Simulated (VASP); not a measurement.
# Zn2Si3N3 (P-62m) in VASP: notebook, part 2 of 2

VASP 6.6.1.

## (4) Relaxation of cell and atoms, PBE

This run uses another cell than the first one, of 12.56 Å³/atom.

Contents of INCAR:

```
PREC     = Accurate       # precision mode
ENCUT    = 600            # plane-wave cutoff, eV
EDIFF    = 1E-6           # SCF threshold, eV
ISMEAR   = 0              # smearing method
SIGMA    = 0.2            # smearing width, eV
LREAL    = False          # projectors in reciprocal space
LASPH    = True           # aspherical terms in the spheres
NELM     = 100            # most SCF steps
ALGO     = Normal         # electronic algorithm
ISIF     = 3              # what is computed and relaxed
LWAVE    = False          # write WAVECAR
LCHARG   = False          # write CHGCAR
GGA      = PE             # functional
IBRION   = 2              # ionic algorithm
NSW      = 36             # ionic steps
EDIFFG   = -0.08          # ionic threshold
```

Contents of KPOINTS:

```
regular mesh
0
Gamma
  4 4 4
```

Contents of POSCAR:

```
Zn2Si3N3
1.0
    5.6000000000      0.0000000000      0.0000000000
   -2.8000000000      4.8497422600      0.0000000000
    0.0000000000      0.0000000000      3.7000000000
Zn Si N
2 3 3
Direct
    0.3333333300      0.6666666700      0.0000000000
    0.6666666700      0.3333333300      0.0000000000
    0.0000000000      0.5999000000      0.5000000000
    0.5999000000      0.0000000000      0.5000000000
    0.4001000000      0.4001000000      0.5000000000
    0.0000000000      0.6999000000      0.0000000000
    0.6999000000      0.0000000000      0.0000000000
    0.3001000000      0.3001000000      0.0000000000
```

Potentials or basis: VASP PAW PBE potentials, release 64 (Zn, Si, N).

On the command line:

```bash
$ cat potpaw_PBE.64/Zn/POTCAR potpaw_PBE.64/Si/POTCAR potpaw_PBE.64/N/POTCAR > POTCAR
$ mpirun -np 1 vasp_std > vasp.out
```

OUTCAR:

```text
PREC = Accurate
   ENCUT = 600
   EDIFF = 1E-6
   ISMEAR = 0
   LREAL = False
   LASPH = True
   NELM = 100
   ISIF = 3
   GGA = PE
   IBRION = 2
   NSW = 36
   EDIFFG = -0.08

 ion  position               nearest neighbor table
   1  0.333  0.667  0.000-   6 1.97   7 1.97   8 1.97   3 2.52   3 2.52   4 2.52   4 2.52   5 2.52
                             5 2.52
   2  0.667  0.333  0.000-   7 1.97   6 1.97   8 1.97   4 2.52   4 2.52   3 2.52   3 2.52   5 2.52
                             5 2.52
   3  0.000  0.600  0.500-   6 1.93   6 1.93   1 2.52   1 2.52   2 2.52   2 2.52   4 2.96   4 2.96
                             5 2.96   5 2.96
   4  0.600  0.000  0.500-   7 1.93   7 1.93   2 2.52   2 2.52   1 2.52   1 2.52   3 2.96   5 2.96
                             5 2.96   3 2.96
   5  0.400  0.400  0.500-   8 1.93   8 1.93   1 2.52   1 2.52   2 2.52   2 2.52   4 2.96   4 2.96
                             3 2.96   3 2.96
   6  0.000  0.700  0.000-   3 1.93   3 1.93   1 1.97   2 1.97
   7  0.700  0.000  0.000-   4 1.93   4 1.93   2 1.97   1 1.97
   8  0.300  0.300  0.000-   5 1.93   5 1.93   1 1.97   2 1.97

  LATTYP: Found a hexagonal cell.
 ALAT       =     5.6000000000
 C/A-ratio  =     0.6607142857

  Lattice vectors:

 A1 = (   5.6000000000,   0.0000000000,   0.0000000000)
 A2 = (  -2.8000000000,   4.8497422600,   0.0000000000)
 A3 = (   0.0000000000,   0.0000000000,   3.7000000000)

Analysis of symmetry for initial positions (statically):
=====================================================================
 Subroutine PRICEL returns:
 Original cell was already a primitive cell.

[... 290 lines left out ...]
  free  energy   TOTEN  =       -39.5046022664 eV

  energy  without entropy=      -39.4639060581  energy(sigma->0) =      -39.48425416

 E-fermi :   4.7234     XC(G=0):  -9.9369

 val. band max:        4.6572483634   @ k =   0.2500   0.0000   0.0000
 cond. band min:       4.9230410632   @ k =   0.2500   0.0000   0.5000
 fundamental gap:      0.2657926998
 Fermi energy:         4.7234177670

 k-point     1 :       0.0000    0.0000    0.0000
  band No.  band energies     occupation
      1     -12.4623      2.00000
      2     -11.9693      2.00000
      3     -11.9693      2.00000
      4      -3.7500      2.00000
      5      -3.6127      2.00000
      6      -3.6127      2.00000
[... 385 lines left out ...]
     29       7.4461      0.00000
     30       8.5677      0.00000

[... ionic steps 4 to 28 ...]

--------------------------------------- Ionic step       29  -------------------------------------------

 number of electron      51.0000025 magnetization

------------------------ aborting loop because EDIFF is reached ----------------------------------------
[... 79 lines left out ...]
--------------------------------------- Ionic step       31  -------------------------------------------

 number of electron      51.0000031 magnetization

 Free energy of the ion-electron system (eV)
  ---------------------------------------------------
  ext. energy  EPLUGINS =         0.00000000
  ---------------------------------------------------
  free energy    TOTEN  =       -44.24051953 eV

  energy without entropy =      -44.20602018  energy(sigma->0) =      -44.22326986

 E-fermi :   6.1384     XC(G=0): -10.6653

 val. band max:        6.0237036938   @ k =   0.5000   0.0000   0.5000
 cond. band min:       6.2592077975   @ k =   0.2500   0.0000   0.2500
 fundamental gap:      0.2355041036
 Fermi energy:         6.1384022868

 k-point     1 :       0.0000    0.0000    0.0000
  band No.  band energies     occupation
      1     -11.7297      2.00000
      2     -11.0793      2.00000
      3     -11.0793      2.00000
      4      -4.3716      2.00000
      5      -2.2470      2.00000
      6      -2.2091      2.00000
[... 420 lines left out ...]
  FREE ENERGIE OF THE ION-ELECTRON SYSTEM (eV)
  ---------------------------------------------------
  free  energy   TOTEN  =       -44.2405195317 eV

  energy  without entropy=      -44.2060201846  energy(sigma->0) =      -44.22326986

 reached required accuracy - stopping structural energy minimisation
```

CONTCAR:

```text
Zn2Si3N3
   1.00000000000000
     6.5062063794644160   -0.0000000000000000    0.0000000000000000
    -3.2531031897322080    5.6345400051570822   -0.0000000000000000
    -0.0000000000000000    0.0000000000000000    2.8808478566824163
  Zn              Si              N
     2     3     3
Direct
     0.3333333300000021    0.6666666699999979    0.0000000000000000
     0.6666666699999979    0.3333333300000021    0.0000000000000000
     0.0000000000010234    0.7906299612857585    0.5000000000000000
     0.7906299612837118    0.0000000000000000    0.5000000000000000
     0.2093700387152649    0.2093700387142412    0.5000000000000000
     0.9999999999993223    0.6262709106091535    0.0000000000000000
     0.6262709106105095    0.0000000000000000    0.0000000000000000
     0.3737290893901682    0.3737290893908461    0.0000000000000000

  0.00000000E+00  0.00000000E+00  0.00000000E+00
  0.00000000E+00  0.00000000E+00  0.00000000E+00
  0.00000000E+00  0.00000000E+00  0.00000000E+00
  0.00000000E+00  0.00000000E+00  0.00000000E+00
  0.00000000E+00  0.00000000E+00  0.00000000E+00
  0.00000000E+00  0.00000000E+00  0.00000000E+00
  0.00000000E+00  0.00000000E+00  0.00000000E+00
  0.00000000E+00  0.00000000E+00  0.00000000E+00
```

Run time: 14 min. Hardware: 1 thread of AMD EPYC 7R13 (Zen 3), shared host; peak memory 0.25 GiB.

What came out:

* Free energy: -44.2405 eV
* Relaxed volume: 13.20 Å³/atom
* Relaxed cell: a = 6.506 Å, b = 6.506 Å, c = 2.881 Å, α = 90.00°, β = 90.00°, γ = 120.00°
* Space group after relaxing (to 0.1 Å): P-62m (No. 189)
* Energy gained by relaxing: 776.3 meV/atom
* Ionic steps: 31
* Pressure after relaxing: 0.2 GPa
* Largest force after relaxing: 0.077 eV/Å
* Band gap on the k mesh: zero (an odd number of electrons rules out a gap without spin polarisation)

Forces in eV/Å, atoms in the order of the input:
```
Zn   0.000  0.000  0.000
Zn   0.000  0.000  0.000
Si  -0.039  0.067  0.000
Si   0.077  0.000  0.000
Si  -0.039 -0.067  0.000
N   -0.010  0.017  0.000
N    0.020  0.000  0.000
N   -0.010 -0.017  0.000
```

Stress tensor (GPa, compression positive):
```
-0.06  0.00  0.00
 0.00 -0.06  0.00
 0.00  0.00  0.69
```

Step by step:
| step | energy change (eV) | largest force (eV/Å) | pressure (GPa) | volume (Å³) |
| --- | --- | --- | --- | --- |
| 1 | 0.0000 | 1.5704 | 8.22 | 100.49 |
| 2 | -1.2206 | 0.7884 | 0.36 | 109.85 |
| 3 | -1.4741 | 0.4790 | -2.04 | 117.93 |
| 4 | -1.4767 | 0.5279 | -1.95 | 117.05 |
| 5 | -1.4882 | 0.1188 | 2.49 | 114.23 |
| 6 | -1.5038 | 0.2443 | 0.48 | 115.43 |
| 7 | -1.5267 | 0.2362 | 0.48 | 115.62 |
| 8 | -1.5816 | 0.2107 | 0.56 | 116.14 |
| 9 | -1.5171 | 0.4414 | 1.10 | 117.07 |
| 10 | -1.5930 | 0.2830 | 0.58 | 116.37 |
| 11 | -1.5941 | 0.3123 | 0.61 | 116.47 |
| 12 | -1.6123 | 0.3166 | 0.35 | 117.52 |
| 13 | -1.6352 | 0.3445 | -0.55 | 120.71 |
| 14 | -1.6647 | 0.3509 | -0.03 | 120.97 |
| 15 | -1.6930 | 0.4644 | 0.66 | 121.40 |
| 16 | -1.7425 | 0.8201 | 1.62 | 122.19 |
| 17 | -2.0421 | 1.3901 | 1.03 | 123.50 |
| 18 | -3.7792 | 1.3198 | -10.38 | 125.02 |
| 19 | -3.6628 | 1.1808 | -7.75 | 124.88 |
| 20 | -3.7717 | 1.1501 | -9.82 | 124.99 |
| 21 | -4.2100 | 1.3471 | -5.78 | 118.64 |
| 22 | -4.4606 | 2.4578 | 1.57 | 110.71 |
| 23 | -4.8781 | 2.3669 | 1.84 | 107.70 |
| 24 | -5.8658 | 0.9334 | 6.59 | 99.01 |
| 25 | -5.8497 | 1.0879 | 8.54 | 97.79 |
| 26 | -5.8689 | 0.9797 | 7.10 | 98.64 |
| 27 | -6.0882 | 1.0385 | 0.96 | 103.09 |
| 28 | -6.0991 | 1.0530 | -0.49 | 104.38 |
| 29 | -6.1996 | 0.2899 | -0.59 | 106.17 |
| 30 | -6.2001 | 0.2174 | -0.68 | 106.05 |
| 31 | -6.2100 | 0.0770 | 0.19 | 105.61 |

Final structure:
```cif
data_structure
_symmetry_space_group_name_H-M 'P 1'
_symmetry_Int_Tables_number 1
_cell_length_a 6.5062
_cell_length_b 6.5062
_cell_length_c 2.8808
_cell_angle_alpha 90.000
_cell_angle_beta 90.000
_cell_angle_gamma 120.000
_cell_volume 105.61
loop_
_atom_site_label
_atom_site_type_symbol
_atom_site_fract_x
_atom_site_fract_y
_atom_site_fract_z
_atom_site_occupancy
Zn1 Zn 0.33333 0.66667 0.00000 1
Zn2 Zn 0.66667 0.33333 0.00000 1
Si1 Si 0.00000 0.79063 0.50000 1
Si2 Si 0.79063 0.00000 0.50000 1
Si3 Si 0.20937 0.20937 0.50000 1
N1 N 0.00000 0.62627 0.00000 1
N2 N 0.62627 0.00000 0.00000 1
N3 N 0.37373 0.37373 0.00000 1
```

Caveat: the k points lie up to 0.55 Å⁻¹ apart in the final cell, too coarse for converged energies and pressures of a metal; a cell axis changed by over 15 % at a fixed basis, so the end point is rough; the relaxation stopped at a loose force limit of 0.08 eV/Å, so its end isn't a converged minimum.

## (5) Relaxation of cell and atoms, PBE

Contents of INCAR:

```
  PREC = Accurate
  ENCUT = 600
  EDIFF = 1E-6
  ISMEAR = 0
  SIGMA = 0.1
  LREAL = False
  LASPH = True
  NELM = 60
  ALGO = Normal
  ISIF = 3
  LWAVE = False
  LCHARG = False
  GGA = PE
  IBRION = 2
  NSW = 100
  EDIFFG = -0.01
```

Contents of KPOINTS:

```
regular mesh
0
Gamma
  6 6 10
```

Contents of POSCAR:

```
Zn2Si3N3
1.0
    6.5090487390      0.0000000000      0.0000000000
   -3.2545243695      5.6370015624      0.0000000000
    0.0000000000      0.0000000000      2.8836313600
Zn Si N
2 3 3
Direct
    0.3333333333      0.6666666667      0.0000000000
    0.6666666667      0.3333333333      0.0000000000
    0.0000000000      0.7912443976      0.5000000000
    0.7912443976      0.0000000000      0.5000000000
    0.2087556024      0.2087556024      0.5000000000
    0.0000000000      0.6269966029      0.0000000000
    0.6269966029      0.0000000000      0.0000000000
    0.3730033971      0.3730033971      0.0000000000
```

On the command line:

```bash
$ cat potpaw_PBE.64/Zn/POTCAR potpaw_PBE.64/Si/POTCAR potpaw_PBE.64/N/POTCAR > POTCAR
$ mpirun -np 1 vasp_std > vasp.out
```

Run time: 4.3 min. Hardware: 1 thread of AMD EPYC 9R45 (Zen 5), shared host; peak memory 0.33 GiB.

The run converged. Its results:

```
Free energy                           : -44.2254 eV
Relaxed volume                        : 13.26 Å³/atom
Relaxed cell                          : a = 6.507 Å, b = 6.507 Å, c = 2.894 Å, α = 90.00°, β = 90.00°, γ = 120.00°
Space group after relaxing (to 0.1 Å) : P-62m (No. 189)
Energy gained by relaxing             : 0.4 meV/atom
Ionic steps                           : 6
Pressure after relaxing               : 0.0 GPa
Largest force after relaxing          : 0.009 eV/Å
Band gap on the k mesh                : zero (an odd number of electrons rules out a gap without spin polarisation)
```

Forces on the atoms (eV/Å):
```
Zn   0.000  0.000  0.000
Zn   0.000  0.000  0.000
Si  -0.001  0.001  0.000
Si   0.002  0.000  0.000
Si  -0.001 -0.001  0.000
N   -0.004  0.008  0.000
N    0.009  0.000  0.000
N   -0.004 -0.008  0.000
```

The path:
| step | energy change (eV) | largest force (eV/Å) | pressure (GPa) | volume (Å³) |
| --- | --- | --- | --- | --- |
| 1 | 0.0000 | 0.2056 | 0.32 | 105.80 |
| 2 | -0.0004 | 0.1842 | -0.43 | 106.21 |
| 3 | -0.0026 | 0.0679 | -0.09 | 106.02 |
| 4 | -0.0031 | 0.0341 | 0.10 | 105.94 |
| 5 | -0.0031 | 0.0190 | 0.18 | 105.91 |
| 6 | -0.0034 | 0.0090 | 0.05 | 106.11 |

Final structure:
```
Zn Si N
1.0
     6.50681    0.00000    0.00000
    -3.25341    5.63507    0.00000
     0.00000    0.00000    2.89383
Zn Si N
2 3 3
Direct
  0.33333 0.66667 0.00000
  0.66667 0.33333 0.00000
  0.00000 0.79220 0.50000
  0.79220 0.00000 0.50000
  0.20780 0.20780 0.50000
  0.00000 0.62795 0.00000
  0.62795 0.00000 0.00000
  0.37205 0.37205 0.00000
```

Levels at points of the mesh, in eV from the Fermi level:
```csv
k point,band 24,band 25,band 26,band 27,band 28,band 29
"(0.00, 0.00, 0.00)",-1.12,-1.12,-0.59,2.50,2.50,2.92
"(0.50, 0.00, 0.00)",-2.51,-1.83,0.47,1.02,2.69,3.92
"(0.00, 0.00, 0.50)",-2.28,-2.28,-1.23,-0.93,1.11,3.89
"(0.50, 0.00, 0.50)",-2.78,-1.90,-0.10,0.16,0.71,3.26
```

## (6) Overview

| task | cell | k mesh | cutoff (eV) | smearing | gap on the mesh (eV) | pressure (GPa) | relaxed volume (Å³/atom) | largest force (eV/Å) |
| --- | --- | --- | --- | --- | --- | --- | --- | --- |
| single point | a = 6.509, b = 6.509, c = 2.884 Å, angles 90.0, 90.0, 120.0°, 8 atoms, atomic positions A | 4 × 4 × 4 | 520 | gaussian 0.2 eV | none | 0.2 | - | 0.03 |
| single point | a = 6.503, b = 6.503, c = 2.894 Å, angles 90.0, 90.0, 120.0°, 8 atoms, atomic positions A | 6 × 6 × 10 | 520 | gaussian 0.1 eV | none | 0.1 | - | 0.03 |
| relaxation of cell and atoms | relaxed from a = 5.600, b = 5.600, c = 3.700 Å, angles 90.0, 90.0, 120.0°, 8 atoms, atomic positions B | 4 × 4 × 4 | 600 | gaussian 0.2 eV | none | 0.2 | 13.20 | 0.08 |
| relaxation of cell and atoms | relaxed from a = 6.509, b = 6.509, c = 2.884 Å, angles 90.0, 90.0, 120.0°, 8 atoms, atomic positions A | 6 × 6 × 10 | 600 | gaussian 0.1 eV | none | 0.0 | 13.26 | 0.01 |

Alike in all rows: level PBE; potentials or basis VASP PAW PBE potentials, release 64 (Zn, Si, N); no spin polarisation.

Caveats: some runs use coarse meshes; a cell axis changed by over 15 % at a fixed basis, so the end point is rough (at least some runs); the relaxation stopped at a loose force limit of 0.08 eV/Å, so its end isn't a converged minimum (at least some runs).

Total energies depend on the potentials used, so only differences within one code and one set of settings carry meaning.
